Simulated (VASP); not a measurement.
Wanted: the native input for a VASP 6.6.1 run.

```
Task                   : relaxation of cell and atoms
Functional             : PBE
Potentials or basis    : VASP PAW PBE potentials, release 64 (P)
Cutoff                 : 600 eV
k mesh                 : 14 × 14 × 8
Occupations            : gaussian, width 0.1 eV
Spin                   : no spin polarisation
Dipole correction      : no
Further INCAR settings : ALGO = Normal; EDIFF = 1e-07; IBRION = 2; EDIFFG = -0.01; NSW = 100; ISIF = 3
```

The structure of P lies in POSCAR:

```
P
1.0
    3.5165580100      0.0000000000      0.0000000000
    0.0000000000      3.5165580100      0.0000000000
    0.0000000000      0.0000000000      6.1549685600
P
4
Direct
    0.5000000000      0.0000000000      0.5000000000
    0.0000000000      0.5000000000      0.0000000000
    0.0000000000      0.0000000000      0.7500000000
    0.0000000000      0.0000000000      0.2500000000
```

One way to write it, as run:

INCAR

```
SYSTEM = P
ALGO     = Normal         ! electronic algorithm
EDIFF    = 1E-7           ! SCF threshold, eV
EDIFFG   = -0.01          ! ionic threshold
ENCUT    = 600            ! plane-wave cutoff, eV
GGA      = PE             ! functional
IBRION   = 2              ! ionic algorithm
ISIF     = 3              ! what is computed and relaxed
ISMEAR   = 0              ! smearing method
LASPH    = .TRUE.         ! aspherical terms in the spheres
LCHARG   = .FALSE.        ! write CHGCAR
LREAL    = .FALSE.        ! projectors in reciprocal space
LWAVE    = .FALSE.        ! write WAVECAR
NELM     = 100            ! most SCF steps
NSW      = 100            ! ionic steps
PREC     = Accurate       ! precision mode
SIGMA    = 0.1            ! smearing width, eV
```

KPOINTS

```
k-points
0
G
  14 14 8
  0 0 0
```

Potentials or basis: VASP PAW PBE potentials, release 64 (P).

Run with:

```bash
$ cat potpaw_PBE.64/P/POTCAR > POTCAR
$ mpirun -np 1 vasp_std > vasp.out
```

It gave:

```yaml
Relaxed_volume: 17.70 Å³/atom
Relaxed_cell: a = 3.325 Å, b = 3.325 Å, c = 6.402 Å, α = 90.00°, β = 90.00°, γ = 90.00°
Space_group_after_relaxing_to_0.05_Å: P4_2/mmc (No. 131)
Energy_gained_by_relaxing: 28.5 meV/atom
Ionic_steps: 10
Pressure_after_relaxing: 0.0 GPa
Band_gap_on_the_k_mesh: zero (band 10 reaches 7.96 eV, above the bottom of band 11 at 5.47 eV)
```

Run time: 6.6 min on 1 thread of Intel(R) Xeon(R) 6975P-C (Granite Rapids), with other jobs on the host, peak memory 0.31 GiB.
